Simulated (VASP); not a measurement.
Set up this calculation in VASP 6.6.1, as the native input.

```
Task                   : relaxation of cell and atoms
Functional             : PBE
Potentials or basis    : VASP PAW PBE potentials, release 64 (Ba_sv, H)
Cutoff                 : 600 eV
k mesh                 : 6 × 6 × 6
Occupations            : gaussian, width 0.02 eV
Spin                   : no spin polarisation
Dipole correction      : no
Further INCAR settings : ALGO = Normal; EDIFF = 1e-06; IBRION = 2; EDIFFG = -0.01; NSW = 100; ISIF = 3
```

The structure of BaH4 lies in POSCAR:

```
BaH4
1.0
    3.7879896281     -2.2794003084      0.0000000000
    3.7879896281      2.2794003084      0.0000000000
   -2.3638133114      0.0000000000      3.7225158053
Ba H
1 4
Direct
    0.0000000000      0.0000000000      0.5000000000
    0.7413169348      0.7413169348      0.7600871634
    0.2586830652      0.2586830652      0.2399128366
    0.5386663378      0.5386663378      0.9687918503
    0.4613336622      0.4613336622      0.0312081497
```

The input as run:

INCAR

```
SYSTEM = BaH4
ALGO     = Normal         ! electronic algorithm
EDIFF    = 1E-6           ! SCF threshold, eV
EDIFFG   = -0.01          ! ionic threshold
ENCUT    = 600            ! plane-wave cutoff, eV
GGA      = PE             ! functional
IBRION   = 2              ! ionic algorithm
ISIF     = 3              ! what is computed and relaxed
ISMEAR   = 0              ! smearing method
LASPH    = .True.         ! aspherical terms in the spheres
LCHARG   = .False.        ! write CHGCAR
LREAL    = .False.        ! projectors in reciprocal space
LWAVE    = .False.        ! write WAVECAR
NELM     = 60             ! most SCF steps
NSW      = 100            ! ionic steps
PREC     = Accurate       ! precision mode
SIGMA    = 0.02           ! smearing width, eV
```

KPOINTS

```
k-points
0
Gamma
  6 6 6
  0 0 0
```

Potentials or basis: VASP PAW PBE potentials, release 64 (Ba_sv, H).

Command:

```sh
$ cat potpaw_PBE.64/Ba_sv/POTCAR potpaw_PBE.64/H/POTCAR > POTCAR
$ mpirun -np 1 vasp_std > vasp.out
```

Results of the run:

```json
{"Relaxed volume": "13.05 Å³/atom", "Relaxed cell": "a = 4.442 Å, b = 4.442 Å, c = 4.431 Å, α = 117.33°, β = 117.33°, γ = 62.16°", "Space group after relaxing (to 0.1 Å)": "R-3m (No. 166)", "Energy gained by relaxing": "0.3 meV/atom", "Ionic steps": "7", "Pressure after relaxing": "0.0 GPa", "Largest force after relaxing": "0.008 eV/Å", "Band gap on the k mesh": "2.46 eV (least direct gap 2.89 eV)"}
```

Caveat: spin-orbit coupling is left out, which moves the levels of the heavy elements.

Wall time 100 s on 1 thread of Intel(R) Xeon(R) 6975P-C (Granite Rapids), with other jobs on the host, peak memory 0.24 GiB.
